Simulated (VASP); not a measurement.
Runs of VASP 6.6.1 on Sn. The structure is that of space group I4_1/amd (No. 141), or close to it. The cells are those of the table. 

```tsv
cell	further INCAR settings	gap on the mesh (eV)	pressure (GPa)
a = 4.374 Å, angles 98.7, 98.7, 134.1°, 2 atoms	ALGO = Fast; EDIFF = 1e-07; NBANDS = 21	none	2.1
a = 4.260 Å, angles 101.5, 101.5, 126.9°, 2 atoms	ALGO = Fast; EDIFF = 1e-06; NBANDS = 21	none	(b)
a = 4.686 Å, angles 95.0, 95.0, 145.8°, 2 atoms	ALGO = Fast; EDIFF = 1e-06; NBANDS = 21	none	(a)
a = 4.412 Å, angles 98.1, 98.1, 136.0°, 2 atoms	ALGO = Fast; EDIFF = 1e-06; NBANDS = 21	none	1.6
a = 4.493 Å, angles 96.9, 96.9, 139.5°, 2 atoms	ALGO = Fast; EDIFF = 1e-07; NBANDS = 21	none	1.4
```

Alike in all rows: task single point; level PBE; potentials or basis VASP PAW PBE potentials, release 64 (Sn_d); no spin polarisation; k mesh 18 × 18 × 18; cutoff (eV) 520; smearing gaussian 0.15 eV.

Question: Fill in the values left out.

Answer: (a) 6.0; (b) 5.6.

Caveats: spin-orbit coupling is left out, which moves the levels of the heavy elements.

A k mesh can miss the band edges, and the runs leave out spin-orbit coupling on Sn.

A gap of «none» marks levels without a gap at the run's occupations.
